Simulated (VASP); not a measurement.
Write the native input for VASP 6.6.1 that does the following.

| Property | Result |
| --- | --- |
| Task | single point |
| Functional | PBE |
| Potentials or basis | VASP PAW PBE potentials, release 64 (Zn, Se) |
| Cutoff | 500 eV |
| k mesh | 6 × 6 × 6 |
| Occupations | fermi-dirac, width 0.02 eV |
| Spin | no spin polarisation |
| Dipole correction | no |
| Further INCAR settings | ALGO = Normal; EDIFF = 1e-06; NBANDS = 16 |

The structure of ZnSe lies in POSCAR:

```
ZnSe
1.0
    3.3251530431      0.0000000000      0.0000000000
    0.0000000000      3.3251530431      0.0000000000
    0.0000000000      0.0000000000      3.3251530431
Zn Se
1 1
Direct
    0.0000000000      0.0000000000      0.0000000000
    0.5000000000      0.5000000000      0.5000000000
```

One way to write it, as run:

INCAR

```
SYSTEM = ZnSe
ALGO = Normal
EDIFF = 1E-6
ENCUT = 500
GGA = PE
GGA_COMPAT = .False.
ISIF = 2
ISMEAR = -1
LASPH = .True.
LCHARG = .False.
LREAL = .False.
LWAVE = .False.
NBANDS = 16
NELM = 120
PREC = Accurate
SIGMA = 0.02
```

KPOINTS

```
k-points
0
Gamma
  6 6 6
  0 0 0
```

Potentials or basis: VASP PAW PBE potentials, release 64 (Zn, Se).

Run with:

```bash
$ cat potpaw_PBE.64/Zn/POTCAR potpaw_PBE.64/Se/POTCAR > POTCAR
$ mpirun -np 1 vasp_std > vasp.out
```

It gave:

```json
{
  "Pressure": "1.2 GPa",
  "Band gap on the k mesh": "zero (band 9 reaches 4.43 eV, above the bottom of band 10 at 2.90 eV)"
}
```

Wall time 3.4 s on 1 thread of Intel(R) Xeon(R) 6975P-C (Granite Rapids), with other jobs on the host, peak memory 0.13 GiB.
